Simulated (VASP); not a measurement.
Here is a VASP 6.6.1 calculation.

Contents of INCAR:

```
PREC = Accurate
ENCUT = 520
EDIFF = 1E-7
ISMEAR = 0
SIGMA = 0.01
LREAL = False
LASPH = True
NELM = 60
ALGO = Normal
ISIF = 2
LWAVE = False
LCHARG = True
GGA = PE
LELF = True
LVHAR = True
NBANDS = 17
```

KPOINTS

```
regular mesh
0
Gamma
  6 6 6
```

File POSCAR:

```
PbSe
1.0
    0.0000000000      3.4829364971      3.4829364971
    3.4829364971      0.0000000000      3.4829364971
    3.4829364971      3.4829364971      0.0000000000
Pb Se
1 1
Direct
    0.0000000000      0.0000000000      0.0000000000
    0.2500000000      0.2500000000      0.2500000000
```

Potentials or basis: VASP PAW PBE potentials, release 64 (Pb_d, Se).

Command:

```sh
$ cat potpaw_PBE.64/Pb_d/POTCAR potpaw_PBE.64/Se/POTCAR > POTCAR
$ mpirun -np 1 vasp_std > vasp.out
```

Estimate the pressure.

-0.8 GPa.

Predict the band gap on the k mesh.

0.85 eV, indirect (least direct gap 1.20 eV).

Caveat: spin-orbit coupling is left out, which moves the levels of the heavy elements. A k mesh can miss the band edges.
